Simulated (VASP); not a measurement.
FeNi3: single point with LDA

FeNi3:

```
CELL_PARAMETERS angstrom
3.44848 0.00000 0.00000
0.00000 3.44848 0.00000
0.00000 0.00000 3.44848
ATOMIC_POSITIONS crystal
Fe 0.00000 0.00000 0.00000
Ni 0.00000 0.50000 0.50000
Ni 0.50000 0.00000 0.50000
Ni 0.50000 0.50000 0.00000
```

| Item | Value |
| --- | --- |
| Program | VASP 6.6.1 |
| Task | single point |
| Functional | LDA |
| Potentials or basis | VASP PAW LDA potentials, release 64 (Fe, Ni) |
| Cutoff | 520 eV |
| k mesh | 12 × 12 × 12 |
| Occupations | gaussian, width 0.05 eV |
| Spin | collinear spin, ferrimagnetic start |
| Starting moments | [2.5, -0.8, -0.8, -0.8] μB |

- Pressure: -0.2 GPa
- Net moment: 4.59 μB per cell
- Site moments: Fe +2.71; Ni +0.61 μB
- Valence electrons inside the program's atomic spheres: Fe 7.28; Ni 9.50

Levels at points of the mesh, in eV from the Fermi level:
Spin up:
| k point | band 19 | band 20 | band 21 | band 22 | band 23 | band 24 |
| --- | --- | --- | --- | --- | --- | --- |
| (0.00, 0.00, 0.00) | -0.42 | -0.42 | -0.42 | 2.35 | 2.35 | 2.35 |
| (0.50, 0.00, 0.00) | -1.18 | -1.02 | -0.48 | -0.42 | 8.06 | 8.06 |
| (0.50, 0.50, 0.00) | -1.52 | -1.50 | 1.00 | 1.00 | 1.16 | 1.20 |
| (0.50, 0.50, 0.50) | -0.61 | -0.61 | -0.56 | -0.56 | -0.56 | -0.51 |
Spin down:
```
           k point  band 14  band 15  band 16  band 17  band 18  band 19  band 20  band 21
(0.00, 0.00, 0.00)     0.27     0.27     0.27     0.97     0.97     1.37     1.37     1.37
(0.50, 0.00, 0.00)    -1.09    -0.94    -0.41    -0.21    -0.21     0.27     0.35     0.54
(0.50, 0.50, 0.00)    -1.33    -1.33    -0.88    -0.81     0.11     0.11     0.18     1.60
(0.50, 0.50, 0.50)    -0.35    -0.35    -0.35     0.04     0.04     0.04     0.86     0.86
```

Wall time 100 s on 1 thread of Intel(R) Xeon(R) 6975P-C (Granite Rapids) (shared host), peak memory 0.26 GiB.
